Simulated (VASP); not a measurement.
Set up this calculation in VASP 6.6.1, as the native input.

| Quantity | Value |
| --- | --- |
| Task | single point |
| Functional | PBE |
| Potentials or basis | VASP PAW PBE potentials, release 64 (W_sv) |
| Cutoff | 520 eV |
| k mesh | 20 × 20 × 20 |
| Occupations | gaussian, width 0.1 eV |
| Spin | no spin polarisation |
| Dipole correction | no |
| Further INCAR settings | ALGO = Fast; EDIFF = 1e-07; NBANDS = 13 |

The structure of W lies in POSCAR:

```
W
1.0
    2.6373676546      0.0000000000      0.0000000000
    0.0000000000      2.6373676546      0.0000000000
    0.0000000000      0.0000000000      2.6373877749
W
1
Direct
    0.0000000000      0.0000000000      0.0000000000
```

One way to write it, as run:

INCAR

```
SYSTEM = W
  PREC = Accurate
  ENCUT = 520
  EDIFF = 1E-7
  ISMEAR = 0
  SIGMA = 0.1
  LREAL = .False.
  LASPH = .True.
  NELM = 80
  ALGO = Fast
  ISIF = 2
  LWAVE = .False.
  LCHARG = .True.
  GGA = PE
  LELF = .True.
  LVHAR = .True.
  NBANDS = 13
```

KPOINTS

```
Automatic mesh
0
Gamma
  20 20 20
  0 0 0
```

Potentials or basis: VASP PAW PBE potentials, release 64 (W_sv).

Command:

```bash
$ cat potpaw_PBE.64/W_sv/POTCAR > POTCAR
$ mpirun -np 1 vasp_std > vasp.out
```

Results of the run:

```
Pressure               : 0.6 GPa
Band gap on the k mesh : zero (band 7 reaches 11.16 eV, above the bottom of band 8 at 8.29 eV)
```

Caveat: spin-orbit coupling is left out, which moves the levels of the heavy elements.

It took 53 s on 1 thread of Intel(R) Xeon(R) Platinum 8259CL CPU @ 2.50GHz (Skylake/Cascade Lake) (shared host), peak memory 0.18 GiB.
